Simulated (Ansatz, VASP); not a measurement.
ZrB in VASP and in Ansatz

```xyz
2
Lattice="-0.0349 2.3250 2.3250 2.2901 0.0000 2.2901 2.3250 2.3250 -0.0349" Properties=species:S:1:pos:R:3 pbc="T T T"
Zr    0.0000    0.0000    0.0000
B     2.2901    2.3250    2.2901
```

Change from the starting cell: strain -0.0300 x Voigt [0, 0, 0, 0, 1, 0], atoms carried along.

Alike in both runs: task single point; functional PBE; k mesh 18 × 18 × 18; occupations gaussian, width 0.15 eV; no spin polarisation.

|  | VASP | Ansatz |
| --- | --- | --- |
| version | VASP 6.6.1 | Ansatz 0.2.0 |
| potentials or method | VASP PAW PBE potentials, release 64 (Zr_sv, B), cutoff 520 eV | scalar-relativistic, plane waves, PAW |
| valence electrons in the cell | 15 | 15 |

|  | VASP | Ansatz | Ansatz less VASP |
| --- | --- | --- | --- |
| gap on the k mesh at the Fermi level (eV) | none | none | - |
| pressure (GPa) | 35.0 | 34.9 | -0.16 |
| traceless stress, the component that is largest in VASP (GPa) | 1.78 | 1.79 | +0.006 |

A gap of «none» marks a metal or a gap that the smearing closes. Both programs put the cell under a high pressure, so it lies far from rest at this level.
